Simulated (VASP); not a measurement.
Be, 2 atoms in the cell. It takes space group Fd-3m (No. 227, cubic). Conventional cell: a = 4.875 Å, b = 4.875 Å, c = 4.875 Å, α = 90.00°, β = 90.00°, γ = 90.00°. Be (site symmetry -43m) has 4 Be at 2.11 Å within 2.8 Å. 

* Program: VASP 6.6.1
* Task: single point
* Functional: PBEsol
* Potentials or basis: VASP PAW PBE potentials, release 64 (Be)
* Cutoff: 520 eV
* k mesh: 18 × 18 × 18
* Occupations: fermi-dirac, width 0.1 eV
* Spin: no spin polarisation
* Dipole correction: no
* Further INCAR settings: ALGO = Normal; EDIFF = 1e-06; NBANDS = 9

Potentials or basis: VASP PAW PBE potentials, release 64 (Be).

Command:

```console
$ cat potpaw_PBE.64/Be/POTCAR > POTCAR
$ mpirun -np 1 vasp_std > vasp.out
```

Hardware: 1 thread of AMD EPYC 7R13 Processor (Zen 3) (shared host).

Task: Estimate the wall time of this run.

Result: Run time: 36 s on 1 thread of AMD EPYC 7R13 Processor (Zen 3) (shared host), peak memory 0.15 GiB. Counts: scf iterations 10, k points 195.
